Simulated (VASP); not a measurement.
# Y (Pm-3m) in VASP: further runs

Y is run at these levels: PBE; tasks: relaxation of cell and atoms.

Everything below comes from runs of VASP 6.6.1. Logs are shortened: lines on timing, memory, paths and dates and some standing lists are left out, and cuts for length are marked.

## 1. The cell of the first run

It takes space group Pm-3m (No. 221, cubic). The conventional cell has a = 3.310 Å, b = 3.310 Å, c = 3.310 Å, α = 90.00°, β = 90.00°, γ = 90.00°. Y (site symmetry m-3m) has 6 Y at 3.31 Å within 4.4 Å.

This isn't the form of Y at room conditions, which is hcp.

## 2. Relaxation of cell and atoms, PBE, target pressure 5 GPa, at which the enthalpy is minimised

Input file INCAR:

```
  ALGO = Normal
  EDIFF = 1E-7
  EDIFFG = -0.01
  ENCUT = 600
  GGA = PE
  IBRION = 2
  ISIF = 3
  ISMEAR = -1
  LASPH = T
  LCHARG = F
  LREAL = F
  LWAVE = F
  NELM = 80
  NSW = 80
  PREC = Accurate
  PSTRESS = 50.0
  SIGMA = 0.1
```

Input file KPOINTS:

```
k-points
0
Gamma
  7 7 7
```

Input file POSCAR:

```
Y
1.0
    3.3100000000      0.0000000000      0.0000000000
    0.0000000000      3.3100000000      0.0000000000
    0.0000000000      0.0000000000      3.3100000000
Y
1
Direct
    0.0000000000      0.0000000000      0.0000000000
```

Potentials or basis: VASP PAW PBE potentials, release 64 (Y_sv).

The run is started by

```bash
$ cat potpaw_PBE.64/Y_sv/POTCAR > POTCAR
$ mpirun -np 1 vasp_std > vasp.out
```

OUTCAR:

```text
EDIFF = 1E-7
   EDIFFG = -0.01
   ENCUT = 600
   GGA = PE
   IBRION = 2
   ISIF = 3
   ISMEAR = -1
   LASPH = T
   LREAL = F
   NELM = 80
   NSW = 80
   PREC = Accurate
   PSTRESS = 50.0

 ion  position               nearest neighbor table
   1  0.000  0.000  0.000-

  LATTYP: Found a simple cubic cell.
 ALAT       =     3.3100000000

  Lattice vectors:

 A1 = (   3.3100000000,   0.0000000000,   0.0000000000)
 A2 = (   0.0000000000,   3.3100000000,   0.0000000000)
 A3 = (   0.0000000000,   0.0000000000,   3.3100000000)

Analysis of symmetry for initial positions (statically):
=====================================================================
 Subroutine PRICEL returns:
 Original cell was already a primitive cell.

 Routine SETGRP: Setting up the symmetry group for a
 simple cubic supercell.

 Subroutine GETGRP returns: Found 48 space group operations
 (whereof 48 operations were pure point group operations)
 out of a pool of 48 trial point group operations.

The static configuration has the point symmetry O_h .

Analysis of symmetry for dynamics (positions and initial velocities):
=====================================================================
 Subroutine PRICEL returns:
 Original cell was already a primitive cell.

 Routine SETGRP: Setting up the symmetry group for a
 simple cubic supercell.

 Subroutine GETGRP returns: Found 48 space group operations
 (whereof 48 operations were pure point group operations)
 out of a pool of 48 trial point group operations.

The dynamic configuration has the point symmetry O_h .

 Subroutine INISYM returns: Found 48 space group operations
 (whereof 48 operations are pure point group operations),
 and found     1 'primitive' translations

----------------------------------------------------------------------------------------

                                     Primitive cell

  volume of cell :      36.2647

  direct lattice vectors                    reciprocal lattice vectors
     3.310000000  0.000000000  0.000000000     0.302114804  0.000000000  0.000000000
     0.000000000  3.310000000  0.000000000     0.000000000  0.302114804  0.000000000
     0.000000000  0.000000000  3.310000000     0.000000000  0.000000000  0.302114804

  length of vectors
     3.310000000  3.310000000  3.310000000     0.302114804  0.302114804  0.302114804

  position of ions in fractional coordinates (direct lattice)
     0.000000000  0.000000000  0.000000000

  ion indices of the primitive-cell ions
   primitive index   ion index
                 1           1

----------------------------------------------------------------------------------------
[... 53 lines left out ...]
   NGX,Y,Z   is equivalent  to a cutoff of  14.06, 14.06, 14.06 a.u.
   NGXF,Y,Z  is equivalent  to a cutoff of  28.13, 28.13, 28.13 a.u.
 SYSTEM =  unknown system
   PREC   = accura    normal or accurate (medium, high low for compatibility)
   ISTART =      0    job   : 0-new  1-cont  2-samecut
   ICHARG =      2    charge: 1-file 2-atom 10-const
   ISPIN  =      1    spin polarized calculation?
   LNONCOLLINEAR =      F non collinear calculations
   LSORBIT =      F    spin-orbit coupling
   LASPH  =      T    aspherical Exc in radial PAW
   ENCUT  =  600.0 eV  44.10 Ry    6.64 a.u.   6.61  6.61  6.61*2*pi/ulx,y,z
   NELM   =     80;   NELMIN=  2; NELMDL= -5     # of ELM steps
   EDIFF  = 0.1E-06   stopping-criterion for ELM
   LREAL  =      F    real-space projection
   EDIFFG = -.1E-01   stopping-criterion for IOM
   NSW    =     80    number of steps for IOM
   IBRION =      2    ionic relax: 0-MD 1-quasi-New 2-CG
   NFREE  =      1    steps in history (QN), initial steepest desc. (CG)
   ISIF   =      3    stress and relaxation
   ISYM   =      2    0-nonsym 1-usesym 2-fastsym
   POTIM  = 0.5000    time-step for ionic-motion
   TEBEG  =    0.0;   TEEND  =   0.0 temperature during run
   PSTRESS=   50.0 pullay stress
   NELECT =      11.0000    total number of electrons
   NUPDOWN=      -1.0000    fix difference up-down
   EMIN   =  10.00;   EMAX   =-10.00  energy-range for DOS
   EFERMI =   0.00;   METHOD = LEGACY
   ISMEAR =    -1;   SIGMA  =   0.10  broadening in eV -4-tet -1-fermi 0-gaus
   EFERMI_NEDOS =   21; number of points for ismear=-14 and -15
   IALGO  =     38    algorithm
   IMIX   =      4    mixing-type and parameters
     AMIX     =   0.40;   BMIX     =  1.00
     AMIX_MAG =   1.60;   BMIX_MAG =  1.00
  volume/ion in A,a.u.               =      36.26       244.73
  Fermi-wavevector in a.u.,A,eV,Ry     =   1.099962  2.078627 16.461916  1.209917
  Thomas-Fermi vector in A             =   2.236365
   LORBIT       =      0    0 simple, 1 ext, 2 COOP (PROOUT), +10 PAW based schemes
   GGA     = PE    functional components
   LHFCALC =     F    Hartree Fock is set to
   AEXX    =    0.0000 exact exchange contribution
   IVDW    =     0    specifies the selected vdW correction
   LEPSILON=     F    determine dielectric tensor
   LRPA    =     F    only Hartree local field effects (RPA)
 conjugate gradient relaxation of ions
 non-spin polarized calculation
  energy-cutoff  :      600.00
  volume of cell :       36.26
 maximum number of plane-waves:      1231
 NGX is ok and might be reduce to    28
   NGX = 13   NGY = 13   NGZ = 13

--------------------------------------- Ionic step        1  -------------------------------------------

 number of electron      10.9999999 magnetization

 Free energy of the ion-electron system (eV)
  ---------------------------------------------------
  ext. energy  EPLUGINS =         0.00000000
  ---------------------------------------------------
  free energy    TOTEN  =        -5.66567428 eV

  energy without entropy =       -5.58090443  energy(sigma->0) =       -5.62328935

 E-fermi :   2.5188     XC(G=0):  -9.0010

 val. band max:        2.4915584359   @ k =   0.1429   0.1429   0.0000
 cond. band min:       2.5315893923   @ k =   0.2857   0.1429   0.0000
 fundamental gap:      0.0400309564
 Fermi energy:         2.5188087133

 k-point     1 :       0.0000    0.0000    0.0000
  band No.  band energies     occupation
      1     -40.5689      2.00000
      2     -20.2472      2.00000
      3     -20.2472      2.00000
      4     -20.2472      2.00000
      5      -1.8879      2.00000
      6       1.9617      1.99242
      7       1.9617      1.99242
      8       7.4858      0.00000
      9       7.4858      0.00000
[... 299 lines left out ...]
--------------------------------------- Ionic step        3  -------------------------------------------

 number of electron      11.0000000 magnetization

 Free energy of the ion-electron system (eV)
  ---------------------------------------------------
  ext. energy  EPLUGINS =         0.00000000
  ---------------------------------------------------
  free energy    TOTEN  =        -5.59960024 eV

  energy without entropy =       -5.52598343  energy(sigma->0) =       -5.56279183

 E-fermi :   3.4796     XC(G=0):  -9.7049

 val. band max:        3.4229744972   @ k =   0.4286   0.1429   0.1429
 cond. band min:       3.4949845500   @ k =   0.1429   0.1429   0.1429
 fundamental gap:      0.0720100528
 Fermi energy:         3.4795746981

 k-point     1 :       0.0000    0.0000    0.0000
  band No.  band energies     occupation
      1     -39.3274      2.00000
      2     -18.8160      2.00000
      3     -18.8160      2.00000
      4     -18.8160      2.00000
      5      -1.2165      2.00000
      6       2.6380      1.99956
      7       2.6380      1.99956
      8       9.4464      0.00000
      9       9.4464      0.00000
[... 258 lines left out ...]
  energy  without entropy=       -5.5259834251  energy(sigma->0) =       -5.56279183

  enthalpy is  TOTEN    =        -4.6580944770 eV   P V=        0.9415057599

 reached required accuracy - stopping structural energy minimisation
```

Run time: 54 s. Hardware: 1 thread of AMD EPYC, shared host; peak memory 0.15 GiB.

What came out:

```yaml
Free_energy: -5.5996 eV
Relaxed_volume: 30.17 Å³/atom
Relaxed_cell: a = 3.113 Å, b = 3.113 Å, c = 3.113 Å, α = 90.00°, β = 90.00°, γ = 90.00°
Space_group_after_relaxing_to_0.1_Å: Pm-3m (No. 221)
Energy_change_on_relaxing_the_run_minimises_the_enthalpy: +66.1 meV/atom
Ionic_steps: 3
Pressure_after_relaxing: 5.0 GPa
Band_gap_on_the_k_mesh: zero (an odd number of electrons rules out a gap without spin polarisation)
```

The path:
```csv
step,energy change (eV),largest force (eV/Å),pressure (GPa),volume (Å³)
1,0.0000,0.0000,-0.83,36.26
2,0.0792,0.0000,5.58,29.77
3,0.0661,0.0000,5.02,30.17
```

Final structure:
```
Y
1.0
     3.11306    0.00000    0.00000
     0.00000    3.11306    0.00000
     0.00000    0.00000    3.11306
Y
1
Cartesian
  0.0000 0.0000 0.0000
```

Levels at points of the mesh, in eV from the Fermi level:
```csv
k point,band 2,band 3,band 4,band 5,band 6,band 7,band 8,band 9
"(0.00, 0.00, 0.00)",-22.30,-22.30,-22.30,-4.70,-0.84,-0.84,5.97,5.97
```

Caveat: the cell is relaxed towards a set pressure, so the run minimises the enthalpy, not the energy; the volume moved by over 15 % at a fixed basis, so the end points are rough.

## 3. Relaxation of cell and atoms, PBE, target pressure 10 GPa, at which the enthalpy is minimised

Input file INCAR:

```
PREC = Accurate ; ENCUT = 600
EDIFF = 1E-6 ; ISMEAR = -1
SIGMA = 0.1 ; LREAL = F
LASPH = T ; NELM = 100
ALGO = Normal ; ISIF = 3
LWAVE = F ; LCHARG = F
GGA = PE ; IBRION = 2
NSW = 80 ; EDIFFG = -0.01
PSTRESS = 100.0
```

Input file KPOINTS:

```
Automatic mesh
0
Gamma
  7 7 7
```

POSCAR is that of step 2.

Potentials or basis: VASP PAW PBE potentials, release 64 (Y_sv).

The run is started by

```bash
$ cat potpaw_PBE.64/Y_sv/POTCAR > POTCAR
$ mpirun -np 1 vasp_std > vasp.out
```

OUTCAR:

```text
PREC = Accurate
   ENCUT = 600
   EDIFF = 1E-6
   ISMEAR = -1
   LREAL = F
   LASPH = T
   NELM = 100
   ISIF = 3
   GGA = PE
   IBRION = 2
   NSW = 80
   EDIFFG = -0.01
   PSTRESS = 100.0

 ion  position               nearest neighbor table
   1  0.000  0.000  0.000-

  LATTYP: Found a simple cubic cell.
 ALAT       =     3.3100000000

  Lattice vectors:

 A1 = (   3.3100000000,   0.0000000000,   0.0000000000)
 A2 = (   0.0000000000,   3.3100000000,   0.0000000000)
 A3 = (   0.0000000000,   0.0000000000,   3.3100000000)

Analysis of symmetry for initial positions (statically):
=====================================================================
 Subroutine PRICEL returns:
 Original cell was already a primitive cell.

 Routine SETGRP: Setting up the symmetry group for a
[... 515 lines left out ...]

  enthalpy is  TOTEN    =        -3.7655895633 eV   P V=        1.6940966190

[... ionic steps 4 to 13 ...]

--------------------------------------- Ionic step       14  -------------------------------------------

 number of electron      10.9999999 magnetization

------------------------ aborting loop because EDIFF is reached ----------------------------------------
[... 69 lines left out ...]
--------------------------------------- Ionic step       16  -------------------------------------------

 number of electron      10.9999999 magnetization

 Free energy of the ion-electron system (eV)
  ---------------------------------------------------
  ext. energy  EPLUGINS =         0.00000000
  ---------------------------------------------------
  free energy    TOTEN  =        -5.46230373 eV

  energy without entropy =       -5.39228198  energy(sigma->0) =       -5.42729285

 E-fermi :   4.0505     XC(G=0): -10.1303

 val. band max:        4.0466053474   @ k =   0.1429   0.1429   0.1429
 cond. band min:       4.0714213201   @ k =   0.4286   0.4286   0.2857
 fundamental gap:      0.0248159727
 Fermi energy:         4.0505346337

 k-point     1 :       0.0000    0.0000    0.0000
  band No.  band energies     occupation
      1     -38.6389      2.00000
      2     -17.9574      2.00000
      3     -17.9574      2.00000
      4     -17.9574      2.00000
      5      -0.7404      2.00000
      6       3.0320      1.99992
      7       3.0320      1.99992
      8      10.6667      0.00000
      9      10.6667      0.00000
[... 258 lines left out ...]
  energy  without entropy=       -5.3922819787  energy(sigma->0) =       -5.42729285

  enthalpy is  TOTEN    =        -3.7656073210 eV   P V=        1.6966964060

 reached required accuracy - stopping structural energy minimisation
```

OSZICAR:

```text
N       E                     dE             d eps       ncg     rms          rms(c)
DAV:   1     0.225202411297E+02    0.22520E+02   -0.61262E+03   360   0.121E+03
DAV:   2    -0.480426632874E+01   -0.27325E+02   -0.26838E+02   447   0.175E+02
DAV:   3    -0.588179787761E+01   -0.10775E+01   -0.10488E+01   538   0.240E+01
[... 102 lines left out ...]
DAV:   3    -0.546226682682E+01    0.61787E-04   -0.47694E-04   527   0.139E-01    0.336E-02
DAV:   4    -0.546228361892E+01   -0.16792E-04   -0.10159E-05   485   0.270E-02    0.190E-02
DAV:   5    -0.546229924905E+01   -0.15630E-04   -0.16286E-05   520   0.186E-02    0.914E-03
DAV:   6    -0.546230369423E+01   -0.44452E-05   -0.46048E-06   511   0.151E-02    0.608E-04
DAV:   7    -0.546230372701E+01   -0.32783E-07   -0.67680E-08   180   0.188E-03
  16 F= -.37656073E+01 E0= -.37305964E+01  d E =-.672945E-04
```

It took 2.2 min on 1 thread of AMD EPYC, shared host; peak memory 0.15 GiB.

Results:

```yaml
Free_energy: -5.4623 eV
Relaxed_volume: 27.18 Å³/atom
Relaxed_cell: a = 3.007 Å, b = 3.007 Å, c = 3.007 Å, α = 90.00°, β = 90.00°, γ = 90.00°
Space_group_after_relaxing_to_0.1_Å: Pm-3m (No. 221)
Energy_change_on_relaxing_the_run_minimises_the_enthalpy: +203.4 meV/atom
Ionic_steps: 16
Pressure_after_relaxing: 10.0 GPa
Band_gap_on_the_k_mesh: zero (an odd number of electrons rules out a gap without spin polarisation)
```

Step by step:
| step | energy change (eV) | largest force (eV/Å) | pressure (GPa) | volume (Å³) |
| --- | --- | --- | --- | --- |
| 1 | 0.0000 | 0.0000 | -0.80 | 36.26 |
| 2 | 0.3841 | 0.0000 | 15.50 | 24.89 |
| 3 | 0.2060 | 0.0000 | 10.11 | 27.14 |
| 4 | 0.1957 | 0.0000 | 9.76 | 27.31 |
| 5 | 0.1959 | 0.0000 | 9.77 | 27.31 |
| 6 | 0.1963 | 0.0000 | 9.79 | 27.30 |
| 7 | 0.1963 | 0.0000 | 9.79 | 27.30 |
| 8 | 0.1963 | 0.0000 | 9.79 | 27.30 |
| 9 | 0.1964 | 0.0000 | 9.78 | 27.30 |
| 10 | 0.1964 | 0.0000 | 9.77 | 27.30 |
| 11 | 0.1965 | 0.0000 | 9.76 | 27.29 |
| 12 | 0.1968 | 0.0000 | 9.80 | 27.29 |
| 13 | 0.1972 | 0.0000 | 9.82 | 27.28 |
| 14 | 0.1981 | 0.0000 | 9.86 | 27.27 |
| 15 | 0.1998 | 0.0000 | 9.90 | 27.24 |
| 16 | 0.2034 | 0.0000 | 10.01 | 27.18 |

Final structure:
```
Y
1.0
     3.00680    0.00000    0.00000
     0.00000    3.00680    0.00000
     0.00000    0.00000    3.00680
Y
1
Direct
  0.00000 0.00000 0.00000
```

Levels at points of the mesh, in eV from the Fermi level:
```tsv
k point	band 2	band 3	band 4	band 5	band 6	band 7	band 8	band 9
(0.00, 0.00, 0.00)	-22.01	-22.01	-22.01	-4.79	-1.02	-1.02	6.62	6.62
```

Caveat: the cell is relaxed towards a set pressure, so the run minimises the enthalpy, not the energy; the volume moved by over 15 % at a fixed basis, so the end points are rough.

## 4. Relaxation of cell and atoms, PBE, target pressure 20 GPa, at which the enthalpy is minimised

Input file INCAR:

```
SYSTEM = Y
PREC = Accurate
ENCUT = 600
EDIFF = 1E-7
ISMEAR = -1
SIGMA = 0.1
LREAL = .False.
LASPH = .True.
NELM = 100
ALGO = Normal
ISIF = 3
LWAVE = .False.
LCHARG = .False.
GGA = PE
IBRION = 2
NSW = 80
EDIFFG = -0.01
PSTRESS = 200.0
```

Input file KPOINTS:

```
regular mesh
0
Gamma
  7 7 7
  0 0 0
```

POSCAR is that of step 3.

The run is started by

```bash
$ cat potpaw_PBE.64/Y_sv/POTCAR > POTCAR
$ mpirun -np 1 vasp_std > vasp.out
```

Wall time 1.8 min (1 thread of AMD EPYC, shared host); peak memory 0.16 GiB.

The run converged. Its results:

```yaml
Free_energy: -5.1258 eV
Relaxed_volume: 23.47 Å³/atom
Relaxed_cell: a = 2.863 Å, b = 2.863 Å, c = 2.863 Å, α = 90.00°, β = 90.00°, γ = 90.00°
Space_group_after_relaxing_to_0.1_Å: Pm-3m (No. 221)
Energy_change_on_relaxing_the_run_minimises_the_enthalpy: +539.9 meV/atom
Ionic_steps: 7
Pressure_after_relaxing: 20.0 GPa
Band_gap_on_the_k_mesh: zero (an odd number of electrons rules out a gap without spin polarisation)
```

The path:
| step | energy change (eV) | largest force (eV/Å) | pressure (GPa) | volume (Å³) |
| --- | --- | --- | --- | --- |
| 1 | 0.0000 | 0.0000 | -0.83 | 36.26 |
| 2 | 2.2055 | 0.0000 | 71.79 | 16.72 |
| 3 | 0.4786 | 0.0000 | 18.22 | 23.98 |
| 4 | 0.5235 | 0.0000 | 19.52 | 23.60 |
| 5 | 0.5505 | 0.0000 | 20.29 | 23.39 |
| 6 | 0.5338 | 0.0000 | 19.81 | 23.52 |
| 7 | 0.5399 | 0.0000 | 19.99 | 23.47 |

Final structure:
```
CELL_PARAMETERS angstrom
2.86313 0.00000 0.00000
0.00000 2.86313 0.00000
0.00000 0.00000 2.86313
ATOMIC_POSITIONS crystal
Y 0.00000 0.00000 0.00000
```

Levels at points of the mesh, in eV from the Fermi level:
```csv
k point,band 2,band 3,band 4,band 5,band 6,band 7,band 8,band 9
"(0.00, 0.00, 0.00)",-21.56,-21.56,-21.56,-4.78,-1.27,-1.27,7.67,7.67
```

Caveat: the cell is relaxed towards a set pressure, so the run minimises the enthalpy, not the energy; the volume moved by over 15 % at a fixed basis, so the end points are rough.

## 5. Overview

```csv
cell,gap on the mesh (eV),pressure (GPa)
relaxed to 5 GPa,none,5.0
relaxed to 10 GPa,none,10.0
relaxed to 20 GPa,none,20.0
```

Alike in all rows: task relaxation of cell and atoms; level PBE; potentials or basis VASP PAW PBE potentials, release 64 (Y_sv); no spin polarisation; k mesh 7 × 7 × 7; cutoff (eV) 600; smearing fermi-dirac 0.1 eV.

Caveats: the cell is relaxed towards a set pressure, so the run minimises the enthalpy, not the energy; the volume moved by over 15 % at a fixed basis, so the end points are rough.

Total energies depend on the potentials used, so only differences within one code and one set of settings carry meaning.
